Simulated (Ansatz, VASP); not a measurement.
One calculation of Mn, two programs

```xyz
2
Lattice="2.6456 0.0000 0.0000 0.0000 2.6456 0.0000 0.0000 0.0000 3.5736" Properties=species:S:1:pos:R:3 pbc="T T T"
Mn    0.0000    2.6456    0.0000
Mn    1.3228    1.3228    1.7868
```

Alike in both runs: task single point; functional RPBE; k mesh 14 × 14 × 10; occupations fermi-dirac, width 0.05 eV; collinear spin.

```csv
,VASP,Ansatz
version,VASP 6.6.1,Ansatz 0.2.0
potentials or method,"VASP PAW PBE potentials, release 64 (Mn_pv), cutoff 520 eV","plane waves (420 eV) with PAW, scalar-relativistic"
valence electrons in the cell,26,30
```

|  | VASP | Ansatz | Ansatz less VASP |
| --- | --- | --- | --- |
| pressure (GPa) | -3.7 | -4.2 | -0.50 |
| traceless stress, the component that is largest in VASP (GPa) | 0.52 | 0.49 | -0.036 |
| net moment per atom (μB) | 0.00 | 0.00 | 0.000 |
| size of the moment on the site where the two differ most (μB) | 2.38 | 2.33 | -0.056 |

VASP's potentials were made for PBE, not for RPBE. Site moments also hang on the region over which each program counts them. VASP's potentials hold 26 valence electrons a cell and Ansatz's 30, so a difference there can come from the potentials and not from the codes.
